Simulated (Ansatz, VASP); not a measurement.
# Two plane-wave programs on WC

```
CELL_PARAMETERS angstrom
2.92252 0.00000 0.00000
-1.46126 2.53097 0.00000
0.00000 0.00000 2.84615
ATOMIC_POSITIONS crystal
W 0.00000 0.00000 0.00000
C 0.66667 0.33333 0.50000
```

Alike in both runs: functional PBE; k mesh 9 × 9 × 8; occupations gaussian, width 0.1 eV; no spin polarisation.

Ansatz relaxed the structure, and its values are those at the end. VASP's run is a single point on that final structure, the one shown.

```csv
,VASP,Ansatz
version,VASP 6.6.1,Ansatz 0.2.0
potentials or method,"VASP PAW PBE potentials, release 64 (W_sv, C), cutoff 520 eV","scalar-relativistic, plane waves, PAW"
valence electrons in the cell,18,18
```

Ansatz gave:

* gap on the k mesh at the Fermi level (eV): none
* pressure (GPa): 0.0

Task: What did VASP give for the same quantities?

Result: gap on the k mesh at the Fermi level (eV): none; pressure (GPa): 1.1.

A gap of «none» marks a metal or a gap that the smearing closes.

Neither program's run includes spin-orbit coupling.
